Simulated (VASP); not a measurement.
# RbGa3Te2 (P6/mmm) in VASP: single point with PBE

Aim: the single point of RbGa3Te2 with PBE.

All numbers are computed with VASP 6.6.1; they aren't measurements. Logs are shortened: lines on timing, memory, paths and dates and some standing lists are left out, and cuts for length are marked.

## Step 1: The cell of the first run

Symmetry: P6/mmm, No. 191, hexagonal system. The conventional cell has a = 5.692 Å, b = 5.692 Å, c = 6.525 Å, α = 90.00°, β = 90.00°, γ = 120.00°. Rb (site symmetry 6/mmm) has 8 Ga at 3.26 to 3.29 Å within 4.3 Å. Within 4.3 Å of Ga (site symmetry -6m2) lie 2 Te at 3.26 Å and 3 Ga at 3.29 Å and 3 Rb at 3.29 Å. Within 4.3 Å of Ga (site symmetry 6/mmm) lie 2 Rb at 3.26 Å and 6 Te at 3.29 Å. Within 4.3 Å of Te (site symmetry -6m2) lie 5 Ga at 3.26 to 3.29 Å and 3 Te at 3.29 Å.

The cell was generated, and may not be a known phase.

## Step 2: Single point, PBE

INCAR

```
SYSTEM = RbGa3Te2
PREC = Accurate
ENCUT = 520
EDIFF = 1E-6
ISMEAR = 0
SIGMA = 0.1
LREAL = .False.
LASPH = .True.
NELM = 100
ALGO = Fast
ISIF = 2
LWAVE = .False.
LCHARG = .False.
GGA = PE
NBANDS = 39
```

KPOINTS

```
regular mesh
0
Gamma
  12 12 6
  0 0 0
```

POSCAR

```
RbGa3Te2
1.0
    5.6923213041      0.0000000000      0.0000000000
   -2.8461606520      4.9296948558      0.0000000000
    0.0000000000      0.0000000000      6.5254748458
Rb Ga Te
1 3 2
Direct
    0.0000000000      0.0000000000      0.5000000000
    0.3333333333      0.6666666667      0.5000000000
    0.6666666667      0.3333333333      0.5000000000
    0.0000000000      0.0000000000      0.0000000000
    0.3333333333      0.6666666667      0.0000000000
    0.6666666667      0.3333333333      0.0000000000
```

Potentials or basis: VASP PAW PBE potentials, release 64 (Rb_sv, Ga_d, Te).

Command:

```
> cat potpaw_PBE.64/Rb_sv/POTCAR potpaw_PBE.64/Ga_d/POTCAR potpaw_PBE.64/Te/POTCAR > POTCAR
> mpirun -np 1 vasp_std > vasp.out
```

OUTCAR:

```text
SYSTEM = RbGa3Te2
   PREC = Accurate
   ENCUT = 520
   EDIFF = 1E-6
   ISMEAR = 0
   LREAL = .False.
   LASPH = .True.
   NELM = 100
   ISIF = 2
   GGA = PE

 ion  position               nearest neighbor table
   1  0.000  0.000  0.500-   4 3.26   4 3.26   2 3.29   3 3.29   2 3.29   3 3.29   3 3.29   2 3.29
                             5 4.63   6 4.63   6 4.63   5 4.63   5 4.63   6 4.63   6 4.63   5 4.63
   2  0.333  0.667  0.500-   5 3.26   5 3.26   1 3.29   1 3.29   1 3.29
   3  0.667  0.333  0.500-   6 3.26   6 3.26   1 3.29   1 3.29   1 3.29
   4  0.000  0.000  0.000-   1 3.26   1 3.26   6 3.29   5 3.29   5 3.29   6 3.29   6 3.29   5 3.29

   5  0.333  0.667  0.000-   2 3.26   2 3.26   6 3.29   4 3.29   6 3.29   4 3.29   4 3.29   6 3.29
                             1 4.63   1 4.63   1 4.63   1 4.63   1 4.63   1 4.63
   6  0.667  0.333  0.000-   3 3.26   3 3.26   5 3.29   4 3.29   5 3.29   4 3.29   4 3.29   5 3.29
                             1 4.63   1 4.63   1 4.63   1 4.63   1 4.63   1 4.63

  LATTYP: Found a hexagonal cell.
 ALAT       =     5.6923213041
 C/A-ratio  =     1.1463644614

  Lattice vectors:

 A1 = (   5.6923213041,   0.0000000000,   0.0000000000)
 A2 = (  -2.8461606520,   4.9296948558,   0.0000000000)
 A3 = (   0.0000000000,   0.0000000000,   6.5254748458)

Analysis of symmetry for initial positions (statically):
=====================================================================
 Subroutine PRICEL returns:
 Original cell was already a primitive cell.

 Routine SETGRP: Setting up the symmetry group for a
 hexagonal supercell.

 Subroutine GETGRP returns: Found 24 space group operations
 (whereof 24 operations were pure point group operations)
 out of a pool of 24 trial point group operations.

The static configuration has the point symmetry D_6h.

Analysis of symmetry for dynamics (positions and initial velocities):
=====================================================================
 Subroutine PRICEL returns:
 Original cell was already a primitive cell.

 Routine SETGRP: Setting up the symmetry group for a
 hexagonal supercell.

 Subroutine GETGRP returns: Found 24 space group operations
 (whereof 24 operations were pure point group operations)
 out of a pool of 24 trial point group operations.

The dynamic configuration has the point symmetry D_6h.

 Subroutine INISYM returns: Found 24 space group operations
 (whereof 24 operations are pure point group operations),
 and found     1 'primitive' translations

----------------------------------------------------------------------------------------

                                     Primitive cell

  volume of cell :     183.1140

  direct lattice vectors                    reciprocal lattice vectors
     5.692321304  0.000000000  0.000000000     0.175675256  0.101426156  0.000000000
    -2.846160652  4.929694856  0.000000000     0.000000000  0.202852312  0.000000000
     0.000000000  0.000000000  6.525474846     0.000000000  0.000000000  0.153245553

  length of vectors
     5.692321304  5.692321304  6.525474846     0.202852312  0.202852312  0.153245553

  position of ions in fractional coordinates (direct lattice)
     0.000000000  0.000000000  0.500000000
     0.333333333  0.666666667  0.500000000
     0.666666667  0.333333333  0.500000000
     0.000000000  0.000000000  0.000000000
     0.333333333  0.666666667  0.000000000
     0.666666667  0.333333333  0.000000000

  ion indices of the primitive-cell ions
   primitive index   ion index
                 1           1
                 2           2
                 3           3
                 4           4
                 5           5
                 6           6

----------------------------------------------------------------------------------------

 KPOINTS: regular mesh

Automatic generation of k-mesh.
 Grid dimensions read from file:
 generate k-points for:   12   12    6

 Generating k-lattice:

  Cartesian coordinates                     Fractional coordinates (reciprocal lattice)
     0.014639605  0.008452180  0.000000000     0.083333333  0.000000000  0.000000000
     0.000000000  0.016904359  0.000000000     0.000000000  0.083333333  0.000000000
     0.000000000  0.000000000  0.025540925     0.000000000  0.000000000  0.166666667

  Length of vectors
     0.016904359  0.016904359  0.025540925

  Shift w.r.t. Gamma in fractional coordinates (k-lattice)
     0.000000000  0.000000000  0.000000000

 Subroutine IBZKPT returns following result:
 ===========================================

 Found     76 irreducible k-points:

 Following reciprocal coordinates:
            Coordinates               Weight
  0.000000  0.000000  0.000000      1.000000
  0.083333 -0.000000  0.000000      6.000000
  0.166667  0.000000  0.000000      6.000000
  0.250000  0.000000  0.000000      6.000000
  0.333333  0.000000  0.000000      6.000000
  0.416667  0.000000  0.000000      6.000000
[... 16 lines left out ...]
  0.250000  0.000000  0.166667     12.000000
  0.333333  0.000000  0.166667     12.000000
 [... further k-points ...]
   k-points           NKPTS =     76   k-points in BZ     NKDIM =     76   number of bands    NBANDS=     39
   number of dos      NEDOS =    301   number of ions     NIONS =      6
   total plane-waves  NPLWV =  88200
   dimension x,y,z NGX =    42 NGY =   42 NGZ =   50
   dimension x,y,z NGXF=    84 NGYF=   84 NGZF=  100
   ions per type =               1   3   2
   NGX,Y,Z   is equivalent  to a cutoff of  12.27, 12.27, 12.74 a.u.
   NGXF,Y,Z  is equivalent  to a cutoff of  24.53, 24.53, 25.48 a.u.
 SYSTEM =  RbGa3Te2
   PREC   = accura    normal or accurate (medium, high low for compatibility)
   ISTART =      0    job   : 0-new  1-cont  2-samecut
   ICHARG =      2    charge: 1-file 2-atom 10-const
   ISPIN  =      1    spin polarized calculation?
   LNONCOLLINEAR =      F non collinear calculations
   LSORBIT =      F    spin-orbit coupling
   LASPH  =      T    aspherical Exc in radial PAW
   ENCUT  =  520.0 eV  38.22 Ry    6.18 a.u.  10.58 10.58 12.13*2*pi/ulx,y,z
   NELM   =    100;   NELMIN=  2; NELMDL= -5     # of ELM steps
   EDIFF  = 0.1E-05   stopping-criterion for ELM
   LREAL  =      F    real-space projection
   EDIFFG = 0.1E-04   stopping-criterion for IOM
   NSW    =      0    number of steps for IOM
   IBRION =     -1    ionic relax: 0-MD 1-quasi-New 2-CG
   NFREE  =      0    steps in history (QN), initial steepest desc. (CG)
   ISIF   =      2    stress and relaxation
   ISYM   =      2    0-nonsym 1-usesym 2-fastsym
   POTIM  = 0.5000    time-step for ionic-motion
   TEBEG  =    0.0;   TEEND  =   0.0 temperature during run
   PSTRESS=    0.0 pullay stress
   NELECT =      60.0000    total number of electrons
   NUPDOWN=      -1.0000    fix difference up-down
   EMIN   =  10.00;   EMAX   =-10.00  energy-range for DOS
   EFERMI =   0.00;   METHOD = LEGACY
   ISMEAR =     0;   SIGMA  =   0.10  broadening in eV -4-tet -1-fermi 0-gaus
   EFERMI_NEDOS =   21; number of points for ismear=-14 and -15
   IALGO  =     68    algorithm
   IMIX   =      4    mixing-type and parameters
     AMIX     =   0.40;   BMIX     =  1.00
     AMIX_MAG =   1.60;   BMIX_MAG =  1.00
  volume/ion in A,a.u.               =      30.52       205.95
  Fermi-wavevector in a.u.,A,eV,Ry     =   1.128629  2.132800 17.331163  1.273805
  Thomas-Fermi vector in A             =   2.265320
   LORBIT       =      0    0 simple, 1 ext, 2 COOP (PROOUT), +10 PAW based schemes
   GGA     = PE    functional components
   LHFCALC =     F    Hartree Fock is set to
   AEXX    =    0.0000 exact exchange contribution
   IVDW    =     0    specifies the selected vdW correction
   LEPSILON=     F    determine dielectric tensor
   LRPA    =     F    only Hartree local field effects (RPA)
 non-spin polarized calculation
 RMM-DIIS sequential band-by-band and
 Gauss-broadening in eV      SIGMA  =   0.10
  energy-cutoff  :      520.00
  volume of cell :      183.11
 maximum number of plane-waves:      4976
   NGX = 21   NGY = 21   NGZ = 25

 number of electron      59.9999957 magnetization

 Free energy of the ion-electron system (eV)
  ---------------------------------------------------
  ext. energy  EPLUGINS =         0.00000000
  ---------------------------------------------------
  free energy    TOTEN  =       -14.71857821 eV

  energy without entropy =      -14.70490949  energy(sigma->0) =      -14.71174385

 E-fermi :   3.8268     XC(G=0):  -9.0439

 val. band max:        3.8055800671   @ k =   0.2500   0.0000   0.5000
 cond. band min:       3.8313758789   @ k =   0.2500   0.0833   0.0000
 fundamental gap:      0.0257958119
 Fermi energy:         3.8268363715

 k-point     1 :       0.0000    0.0000    0.0000
  band No.  band energies     occupation
      1     -23.6476      2.00000
      2     -11.2749      2.00000
      3     -11.2268      2.00000
      4     -11.2268      2.00000
      5     -11.1509      2.00000
      6     -11.1509      2.00000
[... 31 lines left out ...]
     38       7.8647      0.00000
     39       8.5584      0.00000

 k-point     2 :       0.0833   -0.0000    0.0000
  band No.  band energies     occupation
      1     -23.6475      2.00000
      2     -11.2746      2.00000
      3     -11.2269      2.00000
      4     -11.2268      2.00000
      5     -11.1511      2.00000
      6     -11.1507      2.00000
[... 31 lines left out ...]
     38       7.9251      0.00000
     39       8.8255      0.00000

 k-point     3 :       0.1667    0.0000    0.0000
  band No.  band energies     occupation
      1     -23.6473      2.00000
      2     -11.2737      2.00000
      3     -11.2269      2.00000
      4     -11.2269      2.00000
      5     -11.1518      2.00000
      6     -11.1503      2.00000
[... 832 lines left out ...]
 k-point    23 :       0.2500    0.0000    0.1667
  band No.  band energies     occupation
      1     -23.6470      2.00000
      2     -11.2749      2.00000
      3     -11.2272      2.00000
      4     -11.2270      2.00000
      5     -11.1528      2.00000
      6     -11.1498      2.00000
[... 31 lines left out ...]
     38       7.6879      0.00000
     39       8.2408      0.00000

 k-point    24 :       0.3333    0.0000    0.1667
  band No.  band energies     occupation
      1     -23.6467      2.00000
      2     -11.2738      2.00000
      3     -11.2273      2.00000
      4     -11.2270      2.00000
      5     -11.1539      2.00000
      6     -11.1493      2.00000
[... 31 lines left out ...]
     38       7.5042      0.00000
     39       7.6557      0.00000

 [... further k-points ...]

------------------------ aborting loop because EDIFF is reached ----------------------------------------

  FORCE on cell =-STRESS in cart. coord.  units (eV):
  Direction    XX          YY          ZZ          XY          YZ          ZX
  --------------------------------------------------------------------------------------
  -------------------------------------------------------------------------------------
  Total        0.0019147      0.0019147      0.0152222      0.0000000      0.0000000      0.0000000
  in kB        0.0167529      0.0167529      0.1331884      0.0000000      0.0000000      0.0000000
  external PRESSURE =       0.0555648 kB  Pullay stress =       0.0000000 kB

 VOLUME and BASIS-vectors are now :
 -----------------------------------------------------------------------------
  energy-cutoff  :      520.00
  volume of cell :      183.11
      direct lattice vectors                 reciprocal lattice vectors
     5.692321304  0.000000000  0.000000000     0.175675256  0.101426156  0.000000000
    -2.846160652  4.929694856  0.000000000     0.000000000  0.202852312  0.000000000
     0.000000000  0.000000000  6.525474846     0.000000000  0.000000000  0.153245553

 POSITION                                       TOTAL-FORCE (eV/Angst)
 -----------------------------------------------------------------------------------
      0.00000      0.00000      3.26274        -0.000000      0.000000      0.000000
     -0.00000      3.28646      3.26274        -0.000000      0.000000     -0.000000
      2.84616      1.64323      3.26274         0.000000     -0.000000      0.000000
      0.00000      0.00000      0.00000        -0.000000      0.000000      0.000000
     -0.00000      3.28646      0.00000        -0.000000      0.000000      0.000000
      2.84616      1.64323      0.00000         0.000000     -0.000000      0.000000
 -----------------------------------------------------------------------------------
    total drift:                                0.000000      0.000000     -0.000000

  FREE ENERGIE OF THE ION-ELECTRON SYSTEM (eV)
  ---------------------------------------------------
  free  energy   TOTEN  =       -14.7185782139 eV

  energy  without entropy=      -14.7049094854  energy(sigma->0) =      -14.71174385
```

Run time: 28 min. Hardware: 1 thread of Intel Xeon Platinum 8375C at 2.90GHz (Ice Lake), shared host; peak memory 0.63 GiB.

Results:

* Free energy: -14.7186 eV
* Pressure: 0.0 GPa
* Band gap on the k mesh: zero (bands 30 and 31 overlap by 0.88 eV)

Caveat: spin-orbit coupling is left out, which moves the levels of the heavy elements.

The gap in the log of VASP goes by the Fermi energy; the results here count the filled bands.